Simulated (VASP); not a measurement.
# KPrI4 (F-43m) in VASP: further runs

KPrI4 is run at these levels: PBE; tasks: single point, relaxation of cell and atoms.

Everything below comes from runs of VASP 6.6.1. Logs are shortened: lines on timing, memory, paths and dates and some standing lists are left out, and cuts for length are marked.

### 1 The cell of the first run

Symmetry: F-43m, No. 216, cubic system. The conventional cell has a = 10.245 Å, b = 10.245 Å, c = 10.245 Å, α = 90.00°, β = 90.00°, γ = 90.00°. K (site symmetry -43m) has 12 I at 4.25 Å and 4 Pr at 4.44 Å within 5.6 Å. Within 5.6 Å of Pr (site symmetry -43m) lie 12 I at 4.25 Å and 4 K at 4.44 Å. Within 4.7 Å of I (site symmetry 3m) lie 6 I at 3.61 to 3.63 Å and 3 Pr at 4.25 Å and 3 K at 4.25 Å.

The cell was built from a structure type or drawn by symmetry, and may not be a known phase.

### 2 Single point, PBE

The input, INCAR:

```
SYSTEM = KPrI4
PREC = Accurate
ENCUT = 500
EDIFF = 1E-6
ISMEAR = 0
SIGMA = 0.15
LREAL = .False.
LASPH = .True.
NELM = 200
ALGO = Normal
ISIF = 2
LWAVE = .False.
LCHARG = .False.
GGA = PE
NBANDS = 33
GGA_COMPAT = .False.
LMAXMIX = 6
```

The input, KPOINTS:

```
regular mesh
0
Gamma
  2 2 2
  0 0 0
```

The input, POSCAR:

```
KPrI4
1.0
    0.0000000000      5.1225476002      5.1225476002
    5.1225476002      0.0000000000      5.1225476002
    5.1225476002      5.1225476002      0.0000000000
K Pr I
1 1 4
Direct
    0.0000000000      0.0000000000      0.0000000000
    0.7500000000      0.7500000000      0.7500000000
    0.8737128949      0.3754290350      0.3754290350
    0.3754290350      0.3754290350      0.3754290350
    0.3754290350      0.8737128949      0.3754290350
    0.3754290350      0.3754290350      0.8737128949
```

Potentials or basis: VASP PAW PBE potentials, release 64 (K_sv, Pr_3, I), 4f in core.

Run with:

```
cat potpaw_PBE.64/K_sv/POTCAR potpaw_PBE.64/Pr_3/POTCAR potpaw_PBE.64/I/POTCAR > POTCAR
mpirun -np 1 vasp_std > vasp.out
```

OUTCAR:

```text
SYSTEM = KPrI4
   PREC = Accurate
   ENCUT = 500
   EDIFF = 1E-6
   ISMEAR = 0
   LREAL = .False.
   LASPH = .True.
   NELM = 200
   ISIF = 2
   GGA = PE

 ion  position               nearest neighbor table
   1  0.000  0.000  0.000-
   2  0.750  0.750  0.750-
   3  0.874  0.375  0.375-
   4  0.375  0.375  0.375-
   5  0.375  0.874  0.375-
   6  0.375  0.375  0.874-

  LATTYP: Found a face centered cubic cell.
 ALAT       =    10.2450952004

  Lattice vectors:

 A1 = (   0.0000000000,   5.1225476002,   5.1225476002)
 A2 = (   5.1225476002,   0.0000000000,   5.1225476002)
 A3 = (   5.1225476002,   5.1225476002,   0.0000000000)

Analysis of symmetry for initial positions (statically):
=====================================================================
 Subroutine PRICEL returns:
 Original cell was already a primitive cell.

 Routine SETGRP: Setting up the symmetry group for a
 face centered cubic supercell.

 Subroutine GETGRP returns: Found 24 space group operations
 (whereof 24 operations were pure point group operations)
 out of a pool of 48 trial point group operations.

The static configuration has the point symmetry T_d .

Analysis of symmetry for dynamics (positions and initial velocities):
=====================================================================
 Subroutine PRICEL returns:
 Original cell was already a primitive cell.

 Routine SETGRP: Setting up the symmetry group for a
 face centered cubic supercell.

 Subroutine GETGRP returns: Found 24 space group operations
 (whereof 24 operations were pure point group operations)
 out of a pool of 48 trial point group operations.

The dynamic configuration has the point symmetry T_d .

 Subroutine INISYM returns: Found 24 space group operations
 (whereof 24 operations are pure point group operations),
 and found     1 'primitive' translations

----------------------------------------------------------------------------------------

                                     Primitive cell

  volume of cell :     268.8364

  direct lattice vectors                    reciprocal lattice vectors
     0.000000000  5.122547600  5.122547600    -0.097607683  0.097607683  0.097607683
     5.122547600  0.000000000  5.122547600     0.097607683 -0.097607683  0.097607683
     5.122547600  5.122547600  0.000000000     0.097607683  0.097607683 -0.097607683

  length of vectors
     7.244376290  7.244376290  7.244376290     0.169061465  0.169061465  0.169061465

  position of ions in fractional coordinates (direct lattice)
     0.000000000  0.000000000  0.000000000
     0.750000000  0.750000000  0.750000000
     0.873712895  0.375429035  0.375429035
     0.375429035  0.375429035  0.375429035
     0.375429035  0.873712895  0.375429035
     0.375429035  0.375429035  0.873712895

  ion indices of the primitive-cell ions
   primitive index   ion index
                 1           1
                 2           2
                 3           3
                 4           4
                 5           5
                 6           6

----------------------------------------------------------------------------------------

 KPOINTS: regular mesh

Automatic generation of k-mesh.
 Grid dimensions read from file:
 generate k-points for:    2    2    2

 Generating k-lattice:

  Cartesian coordinates                     Fractional coordinates (reciprocal lattice)
    -0.048803841  0.048803841  0.048803841     0.500000000  0.000000000  0.000000000
     0.048803841 -0.048803841  0.048803841     0.000000000  0.500000000  0.000000000
     0.048803841  0.048803841 -0.048803841     0.000000000  0.000000000  0.500000000

  Length of vectors
     0.084530733  0.084530733  0.084530733

  Shift w.r.t. Gamma in fractional coordinates (k-lattice)
     0.000000000  0.000000000  0.000000000

 Subroutine IBZKPT returns following result:
 ===========================================

 Found      3 irreducible k-points:

 Following reciprocal coordinates:
            Coordinates               Weight
  0.000000  0.000000  0.000000      1.000000
  0.500000  0.000000  0.000000      4.000000
  0.500000  0.500000  0.000000      3.000000
   k-points           NKPTS =      3   k-points in BZ     NKDIM =      3   number of bands    NBANDS=     33
   number of dos      NEDOS =    301   number of ions     NIONS =      6
   total plane-waves  NPLWV = 157464
   dimension x,y,z NGX =    54 NGY =   54 NGZ =   54
   dimension x,y,z NGXF=   108 NGYF=  108 NGZF=  108
   ions per type =               1   1   4
   NGX,Y,Z   is equivalent  to a cutoff of  12.39, 12.39, 12.39 a.u.
   NGXF,Y,Z  is equivalent  to a cutoff of  24.78, 24.78, 24.78 a.u.
 SYSTEM =  KPrI4
   PREC   = accura    normal or accurate (medium, high low for compatibility)
   ISTART =      0    job   : 0-new  1-cont  2-samecut
   ICHARG =      2    charge: 1-file 2-atom 10-const
   ISPIN  =      1    spin polarized calculation?
   LNONCOLLINEAR =      F non collinear calculations
   LSORBIT =      F    spin-orbit coupling
   LASPH  =      T    aspherical Exc in radial PAW
   ENCUT  =  500.0 eV  36.75 Ry    6.06 a.u.  13.21 13.21 13.21*2*pi/ulx,y,z
   NELM   =    200;   NELMIN=  2; NELMDL= -5     # of ELM steps
   EDIFF  = 0.1E-05   stopping-criterion for ELM
   LREAL  =      F    real-space projection
   EDIFFG = 0.1E-04   stopping-criterion for IOM
   NSW    =      0    number of steps for IOM
   IBRION =     -1    ionic relax: 0-MD 1-quasi-New 2-CG
   NFREE  =      0    steps in history (QN), initial steepest desc. (CG)
   ISIF   =      2    stress and relaxation
   ISYM   =      2    0-nonsym 1-usesym 2-fastsym
   POTIM  = 0.5000    time-step for ionic-motion
   TEBEG  =    0.0;   TEEND  =   0.0 temperature during run
   PSTRESS=    0.0 pullay stress
   NELECT =      48.0000    total number of electrons
   NUPDOWN=      -1.0000    fix difference up-down
   EMIN   =  10.00;   EMAX   =-10.00  energy-range for DOS
   EFERMI =   0.00;   METHOD = LEGACY
   ISMEAR =     0;   SIGMA  =   0.15  broadening in eV -4-tet -1-fermi 0-gaus
   EFERMI_NEDOS =   21; number of points for ismear=-14 and -15
   IALGO  =     38    algorithm
   IMIX   =      4    mixing-type and parameters
     AMIX     =   0.40;   BMIX     =  1.00
     AMIX_MAG =   1.60;   BMIX_MAG =  1.00
  volume/ion in A,a.u.               =      44.81       302.37
  Fermi-wavevector in a.u.,A,eV,Ry     =   0.921848  1.742040 11.562278  0.849803
  Thomas-Fermi vector in A             =   2.047310
   LORBIT       =      0    0 simple, 1 ext, 2 COOP (PROOUT), +10 PAW based schemes
   GGA     = PE    functional components
   LHFCALC =     F    Hartree Fock is set to
   AEXX    =    0.0000 exact exchange contribution
   IVDW    =     0    specifies the selected vdW correction
   LEPSILON=     F    determine dielectric tensor
   LRPA    =     F    only Hartree local field effects (RPA)
 non-spin polarized calculation
 Gauss-broadening in eV      SIGMA  =   0.15
  energy-cutoff  :      500.00
  volume of cell :      268.84
 maximum number of plane-waves:      6855
 NGX is ok and might be reduce to    54
   NGX = 27   NGY = 27   NGZ = 27

 number of electron      47.9999997 magnetization

 Free energy of the ion-electron system (eV)
  ---------------------------------------------------
  ext. energy  EPLUGINS =         0.00000000
  ---------------------------------------------------
  free energy    TOTEN  =       -12.63136673 eV

  energy without entropy =      -12.51049215  energy(sigma->0) =      -12.57092944

 E-fermi :   3.0139     XC(G=0):  -7.8361

 val. band max:        3.0086227228   @ k =   0.5000   0.0000   0.0000
 cond. band min:       3.0674931071   @ k =   0.0000   0.0000   0.0000
 fundamental gap:      0.0588703843
 Fermi energy:         3.0139137071

 k-point     1 :       0.0000    0.0000    0.0000
  band No.  band energies     occupation
      1     -36.1123      2.00000
      2     -28.6796      2.00000
      3     -17.9025      2.00000
      4     -17.9025      2.00000
      5     -17.9025      2.00000
      6     -12.1456      2.00000
[... 25 lines left out ...]
     32       5.7243      0.00000
     33       5.7243      0.00000

 k-point     2 :       0.5000    0.0000    0.0000
  band No.  band energies     occupation
      1     -36.1123      2.00000
      2     -28.6796      2.00000
      3     -17.9030      2.00000
      4     -17.9026      2.00000
      5     -17.9026      2.00000
      6     -12.1484      2.00000
[... 25 lines left out ...]
     32       6.7455      0.00000
     33       6.7455      0.00000

 k-point     3 :       0.5000    0.5000    0.0000
  band No.  band energies     occupation
      1     -36.1123      2.00000
      2     -28.6796      2.00000
      3     -17.9029      2.00000
      4     -17.9027      2.00000
      5     -17.9027      2.00000
      6     -12.1479      2.00000
[... 25 lines left out ...]
     32       6.6596      0.00000
     33       6.6596      0.00000

------------------------ aborting loop because EDIFF is reached ----------------------------------------

  FORCE on cell =-STRESS in cart. coord.  units (eV):
  Direction    XX          YY          ZZ          XY          YZ          ZX
  --------------------------------------------------------------------------------------
  -------------------------------------------------------------------------------------
  Total       -1.2730271     -1.2730271     -1.2730271      0.0000000     -0.0000000      0.0000000
  in kB       -7.5868277     -7.5868277     -7.5868277      0.0000000     -0.0000000      0.0000000
  external PRESSURE =      -7.5868277 kB  Pullay stress =       0.0000000 kB

 VOLUME and BASIS-vectors are now :
 -----------------------------------------------------------------------------
  energy-cutoff  :      500.00
  volume of cell :      268.84
      direct lattice vectors                 reciprocal lattice vectors
     0.000000000  5.122547600  5.122547600    -0.097607683  0.097607683  0.097607683
     5.122547600  0.000000000  5.122547600     0.097607683 -0.097607683  0.097607683
     5.122547600  5.122547600  0.000000000     0.097607683  0.097607683 -0.097607683

 POSITION                                       TOTAL-FORCE (eV/Angst)
 -----------------------------------------------------------------------------------
      0.00000      0.00000      0.00000        -0.000000     -0.000000      0.000000
      7.68382      7.68382      7.68382        -0.000000     -0.000000      0.000000
      3.84631      6.39879      6.39879        -0.002735      0.002735      0.002735
      3.84631      3.84631      3.84631        -0.002735     -0.002735     -0.002735
      6.39879      3.84631      6.39879         0.002735     -0.002735      0.002735
      6.39879      6.39879      3.84631         0.002735      0.002735     -0.002735
 -----------------------------------------------------------------------------------
    total drift:                                0.000001      0.000001      0.000001

  FREE ENERGIE OF THE ION-ELECTRON SYSTEM (eV)
  ---------------------------------------------------
  free  energy   TOTEN  =       -12.6313667348 eV

  energy  without entropy=      -12.5104921532  energy(sigma->0) =      -12.57092944
```

Run time: 73 s. Hardware: 1 thread of Intel Xeon Platinum 8488C (Sapphire Rapids), shared host; peak memory 0.39 GiB.

What came out:

| Property | Result |
| --- | --- |
| Free energy | -12.6314 eV |
| Pressure | -0.8 GPa |
| Largest force | 0.005 eV/Å |
| Band gap on the k mesh | zero (bands 24 and 25 overlap by 0.06 eV) |

Forces in eV/Å, atoms in the order of the input:
```
K    0.000  0.000  0.000
Pr   0.000  0.000  0.000
I   -0.003  0.003  0.003
I   -0.003 -0.003 -0.003
I    0.003 -0.003  0.003
I    0.003  0.003 -0.003
```

Caveat: the k points lie up to 0.53 Å⁻¹ apart; spin-orbit coupling is left out, which moves the levels of the heavy elements; the 4f electrons are frozen in the core, so they carry no moment and show no levels; the run has no spin polarisation, though such a crystal can be magnetic. Spin polarisation is off, so any magnetic state and its effect on volume and gap are missing.

[end of part 1 of 2]
